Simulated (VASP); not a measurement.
# LiMg3 (Pm-3m) in VASP: vibrations by perturbation theory with LDA

Aim: the vibrations by perturbation theory of LiMg3 with LDA.

Program: VASP 6.6.1. These are calculated values, not measurements. Logs are shortened: lines on timing, memory, paths and dates and some standing lists are left out, and cuts for length are marked.

## Step 1: The cell of the first run

The structure is cubic, space group Pm-3m (No. 221). Conventional cell: a = 4.411 Å, b = 4.411 Å, c = 4.411 Å, α = 90.00°, β = 90.00°, γ = 90.00°. Within 4.1 Å of Li (site symmetry m-3m) lie 12 Mg at 3.12 Å. Mg (site symmetry 4/mmm) has 4 Li at 3.12 Å and 8 Mg at 3.12 Å within 4.1 Å.

## Step 2: Vibrations by perturbation theory, LDA

File INCAR:

```
SYSTEM = LiMg3
  PREC = Accurate
  ENCUT = 750
  EDIFF = 1E-8
  ISMEAR = 0
  SIGMA = 0.01
  LREAL = .FALSE.
  LASPH = .TRUE.
  NELM = 120
  ALGO = Normal
  ISIF = 2
  LWAVE = .FALSE.
  LCHARG = .FALSE.
  GGA = CA
  NBANDS = 12
  IBRION = 8
  NSW = 1
  GGA_COMPAT = .FALSE.
```

File KPOINTS:

```
regular mesh
0
G
  6 6 6
  0 0 0
```

File POSCAR:

```
LiMg3
1.0
    4.4110690000      0.0000000000      0.0000000000
    0.0000000000      4.4110690000      0.0000000000
    0.0000000000      0.0000000000      4.4110690000
Li Mg
1 3
Direct
    0.0000000000      0.0000000000      0.0000000000
    0.5000000000      0.5000000000      0.0000000000
    0.5000000000      0.0000000000      0.5000000000
    0.0000000000      0.5000000000      0.5000000000
```

Potentials or basis: VASP PAW LDA potentials, release 64 (Li_sv, Mg).

Command:

```console
$ cat potpaw_LDA.64/Li_sv/POTCAR potpaw_LDA.64/Mg/POTCAR > POTCAR
$ mpirun -np 1 vasp_std > vasp.out
```

OUTCAR:

```text
SYSTEM = LiMg3
   PREC = Accurate
   ENCUT = 750
   EDIFF = 1E-8
   ISMEAR = 0
   LREAL = .FALSE.
   LASPH = .TRUE.
   NELM = 120
   ISIF = 2
   GGA = CA
   IBRION = 8
   NSW = 1

 ion  position               nearest neighbor table
   1  0.000  0.000  0.000-   2 3.12   3 3.12   4 3.12   3 3.12   4 3.12   2 3.12   4 3.12   4 3.12
                             2 3.12   3 3.12   3 3.12   2 3.12
   2  0.500  0.500  0.000-   1 3.12   3 3.12   4 3.12   3 3.12   4 3.12   1 3.12   3 3.12   3 3.12
                             1 3.12   4 3.12   4 3.12   1 3.12
   3  0.500  0.000  0.500-   1 3.12   2 3.12   4 3.12   1 3.12   2 3.12   2 3.12   4 3.12   2 3.12
                             1 3.12   4 3.12   1 3.12   4 3.12
   4  0.000  0.500  0.500-   1 3.12   2 3.12   3 3.12   1 3.12   2 3.12   1 3.12   3 3.12   1 3.12
                             2 3.12   3 3.12   2 3.12   3 3.12

  LATTYP: Found a simple cubic cell.
 ALAT       =     4.4110690000

  Lattice vectors:

 A1 = (   4.4110690000,   0.0000000000,   0.0000000000)
 A2 = (   0.0000000000,   4.4110690000,   0.0000000000)
 A3 = (   0.0000000000,   0.0000000000,   4.4110690000)

Analysis of symmetry for initial positions (statically):
=====================================================================
 Subroutine PRICEL returns:
 Original cell was already a primitive cell.

 Routine SETGRP: Setting up the symmetry group for a
 simple cubic supercell.

 Subroutine GETGRP returns: Found 48 space group operations
 (whereof 48 operations were pure point group operations)
 out of a pool of 48 trial point group operations.

The static configuration has the point symmetry O_h .

Analysis of symmetry for dynamics (positions and initial velocities):
=====================================================================
 Subroutine PRICEL returns:
 Original cell was already a primitive cell.

 Routine SETGRP: Setting up the symmetry group for a
 simple cubic supercell.

 Subroutine GETGRP returns: Found 48 space group operations
 (whereof 48 operations were pure point group operations)
 out of a pool of 48 trial point group operations.

The dynamic configuration has the point symmetry O_h .

 Subroutine INISYM returns: Found 48 space group operations
 (whereof 48 operations are pure point group operations),
 and found     1 'primitive' translations

----------------------------------------------------------------------------------------

                                     Primitive cell

  volume of cell :      85.8285

  direct lattice vectors                    reciprocal lattice vectors
     4.411069000  0.000000000  0.000000000     0.226702416  0.000000000  0.000000000
     0.000000000  4.411069000  0.000000000     0.000000000  0.226702416  0.000000000
     0.000000000  0.000000000  4.411069000     0.000000000  0.000000000  0.226702416

  length of vectors
     4.411069000  4.411069000  4.411069000     0.226702416  0.226702416  0.226702416

  position of ions in fractional coordinates (direct lattice)
     0.000000000  0.000000000  0.000000000
     0.500000000  0.500000000  0.000000000
     0.500000000  0.000000000  0.500000000
     0.000000000  0.500000000  0.500000000

  ion indices of the primitive-cell ions
   primitive index   ion index
                 1           1
                 2           2
                 3           3
                 4           4

----------------------------------------------------------------------------------------

 KPOINTS: regular mesh

Automatic generation of k-mesh.
 Grid dimensions read from file:
 generate k-points for:    6    6    6

 Generating k-lattice:

  Cartesian coordinates                     Fractional coordinates (reciprocal lattice)
     0.037783736  0.000000000  0.000000000     0.166666667  0.000000000  0.000000000
     0.000000000  0.037783736  0.000000000     0.000000000  0.166666667  0.000000000
     0.000000000  0.000000000  0.037783736     0.000000000  0.000000000  0.166666667

  Length of vectors
     0.037783736  0.037783736  0.037783736

  Shift w.r.t. Gamma in fractional coordinates (k-lattice)
     0.000000000  0.000000000  0.000000000

 Subroutine IBZKPT returns following result:
[... 80 lines left out ...]
 NGX is ok and might be reduce to    40
   NGX = 19   NGY = 19   NGZ = 19

--------------------------------------- Ionic step        1  -------------------------------------------

 number of electron       8.9999997 magnetization

 Free energy of the ion-electron system (eV)
  ---------------------------------------------------
  ext. energy  EPLUGINS =         0.00000000
  ---------------------------------------------------
  free energy    TOTEN  =        -7.60957982 eV

  energy without entropy =       -7.60926638  energy(sigma->0) =       -7.60942310

 E-fermi :   2.2467     XC(G=0):  -8.4687

 val. band max:        2.0416663012   @ k =   0.3333   0.3333   0.1667
 cond. band min:       2.2467316378   @ k =   0.3333   0.3333   0.0000
 fundamental gap:      0.2050653366
 Fermi energy:         2.2467316378

 k-point     1 :       0.0000    0.0000    0.0000
  band No.  band energies     occupation
      1     -43.2523      2.00000
      2      -4.2451      2.00000
      3       2.3788      0.00000
      4       2.3788      0.00000
      5       2.3788      0.00000
      6       3.6467      0.00000
      7       3.6467      0.00000
      8       4.3044      0.00000
      9       9.2564      0.00000
     10       9.2565      0.00000
     11       9.2568      0.00000
     12       9.4781      0.00000
[... 273 lines left out ...]
      1     -43.2521      2.00000
      2       0.4638      2.00000
      3       0.9824      2.00000
      4       0.9824      2.00000
      5       0.9824      2.00000
      6       1.2296      2.00000
      7       1.2296      2.00000
      8       1.2296      2.00000
      9       3.5384      0.00000
     10      13.9543      0.00000
     11      13.9543      0.00000
     12      13.9553      0.00000

------------------------ aborting loop because EDIFF is reached ----------------------------------------

  FORCE on cell =-STRESS in cart. coord.  units (eV):
  Direction    XX          YY          ZZ          XY          YZ          ZX
  --------------------------------------------------------------------------------------
  -------------------------------------------------------------------------------------
  Total       -0.8253418     -0.8253418     -0.8253418      0.0000000      0.0000000     -0.0000000
  in kB      -15.4068153    -15.4068153    -15.4068153      0.0000000      0.0000000     -0.0000000
  external PRESSURE =     -15.4068153 kB  Pullay stress =       0.0000000 kB

 VOLUME and BASIS-vectors are now :
 -----------------------------------------------------------------------------
  energy-cutoff  :      750.00
  volume of cell :       85.83
      direct lattice vectors                 reciprocal lattice vectors
     4.411069000  0.000000000  0.000000000     0.226702416  0.000000000  0.000000000
     0.000000000  4.411069000  0.000000000     0.000000000  0.226702416  0.000000000
     0.000000000  0.000000000  4.411069000     0.000000000  0.000000000  0.226702416

 POSITION                                       TOTAL-FORCE (eV/Angst)
 -----------------------------------------------------------------------------------
      0.00000      0.00000      0.00000         0.000000      0.000000      0.000000
      2.20553      2.20553      0.00000         0.000000      0.000000      0.000000
      2.20553      0.00000      2.20553         0.000000      0.000000      0.000000
      0.00000      2.20553      2.20553         0.000000      0.000000      0.000000
 -----------------------------------------------------------------------------------
    total drift:                               -0.000000     -0.000000      0.000000

  FREE ENERGIE OF THE ION-ELECTRON SYSTEM (eV)
  ---------------------------------------------------
  free  energy   TOTEN  =        -7.6095798226 eV

  energy  without entropy=       -7.6092663840  energy(sigma->0) =       -7.60942310

[... ionic steps 2 to 3 ...]

--------------------------------------- Ionic step        4  -------------------------------------------

------------------------ aborting loop because EDIFF is reached ----------------------------------------
[... 7 lines left out ...]
[... ionic steps 8 to 8 ...]

--------------------------------------- Ionic step        9  -------------------------------------------

 Free energy of the ion-electron system (eV)
  ---------------------------------------------------
  ---------------------------------------------------
  free energy    TOTEN  =        -0.00262965 eV

  energy without entropy =       -0.00262965

------------------------ aborting loop because EDIFF is reached ----------------------------------------

 INTERNAL STRAIN TENSOR  FOR ION    2  DIRECTION 3   (eV/Angst):
 -----------------------------------------------------------------------------
     0.00161  0.00000  0.00000
     0.00000  0.00161 -0.00000
     0.00000 -0.00000  0.00176

 INTERNAL STRAIN TENSOR FOR ION    4 for displacements in x,y,z  (eV/Angst):
          X           Y           Z          XY          YZ          ZX
  --------------------------------------------------------------------------------
  x     0.00000     0.00000     0.00000     0.00000     0.00000     0.00000
  y     0.00000     0.00000     0.00000     0.00000     0.00000     0.00000
  z     0.00000     0.00000     0.00000     0.00000     0.00000     0.00000

 SECOND DERIVATIVES (NOT SYMMETRIZED)
 ------------------------------------
               1X          1Y          1Z          2X          2Y          2Z          3X          3Y          3Z          4X          4Y          4Z
  1X    -1.936984   -0.000000    0.000000    0.822596   -0.000000   -0.000000    0.822596    0.000000   -0.000000    0.291792   -0.000000    0.000000
  1Y    -0.000000   -1.936984   -0.000000   -0.000000    0.822596    0.000000    0.000000    0.291792   -0.000000    0.000000    0.822596    0.000000
  1Z    -0.000000   -0.000000   -1.936984    0.000000    0.000000    0.291792    0.000000    0.000000    0.822596    0.000000    0.000000    0.822596
  2X     0.794073    0.000000    0.000000   -2.470861    0.000000    0.000000    0.135916    0.000000    0.000000    1.540871    0.000000    0.000000
  2Y     0.000000    0.794073    0.000000    0.000000   -2.470861    0.000000    0.000000    1.540871    0.000000    0.000000    0.135916    0.000000
  2Z     0.000000    0.000000    0.222714    0.000000    0.000000   -3.304618   -0.000000    0.000000    1.540952    0.000000   -0.000000    1.540952
  3X     0.794073    0.000000    0.000000    0.135916    0.000000    0.000000   -2.470861    0.000000    0.000000    1.540871    0.000000    0.000000
  3Y     0.000000    0.222714    0.000000    0.000000    1.540952    0.000000    0.000000   -3.304618    0.000000   -0.000000    1.540952   -0.000000
  3Z     0.000000    0.000000    0.794073    0.000000    0.000000    1.540871    0.000000    0.000000   -2.470861    0.000000    0.000000    0.135916
  4X     0.222714    0.000000    0.000000    1.540952    0.000000    0.000000    1.540952   -0.000000   -0.000000   -3.304618    0.000000    0.000000
  4Y     0.000000    0.794073    0.000000    0.000000    0.135916    0.000000    0.000000    1.540871    0.000000    0.000000   -2.470861    0.000000
  4Z     0.000000    0.000000    0.794073    0.000000    0.000000    1.540871    0.000000    0.000000    0.135916    0.000000    0.000000   -2.470861

 Eigenvectors and eigenvalues of the dynamical matrix
 ----------------------------------------------------

   1 f  =    8.753341 THz    54.998866 2PiTHz  291.980039 cm-1    36.200895 meV
             X         Y         Z           dx          dy          dz
      0.000000  0.000000  0.000000    -0.906498   -0.001792   -0.000000
      2.205535  2.205535  0.000000     0.289021    0.000571   -0.000000
      2.205535  0.000000  2.205535     0.289021   -0.000209   -0.000000
      0.000000  2.205535  2.205535    -0.105786    0.000571   -0.000000
[... 71 lines left out ...]
  12 f/i=    0.083178 THz     0.522620 2PiTHz    2.774507 cm-1     0.343995 meV
             X         Y         Z           dx          dy          dz
      0.000000  0.000000  0.000000     0.103683   -0.267398   -0.007407
      2.205535  2.205535  0.000000     0.199367   -0.514167   -0.014354
      2.205535  0.000000  2.205535     0.199367   -0.518155   -0.014243
      0.000000  2.205535  2.205535     0.200913   -0.514167   -0.014243

--------------------------------------------------------------------------------------------------------

 ELASTIC MODULI CONTR FROM IONIC RELAXATION (kBar)
 Direction    XX          YY          ZZ          XY          YZ          ZX
 --------------------------------------------------------------------------------
 XX           0.0000      0.0000      0.0000      0.0000      0.0000      0.0000
 YY           0.0000      0.0000      0.0000      0.0000      0.0000      0.0000
 ZZ           0.0000      0.0000      0.0000      0.0000      0.0000      0.0000
 XY           0.0000      0.0000      0.0000      0.0000      0.0000      0.0000
 YZ           0.0000      0.0000      0.0000      0.0000      0.0000      0.0000
 ZX           0.0000      0.0000      0.0000      0.0000      0.0000      0.0000
 --------------------------------------------------------------------------------
```

It took 13 min on 1 thread of Intel Xeon 8259CL, shared host; peak memory 0.43 GiB.

Results:

```yaml
Highest_phonon_frequency_at_Γ_LO-TO_splitting_left_out: 292 cm⁻¹
```

Phonon frequencies in cm⁻¹ (negative: imaginary):
```tsv
q point	frequencies
(0.000, 0.000, 0.000)	-3 -3 -3 171 171 171 230 230 230 292 292 292
```

Caveat: the cell wasn't relaxed at this level first, which shifts response properties.
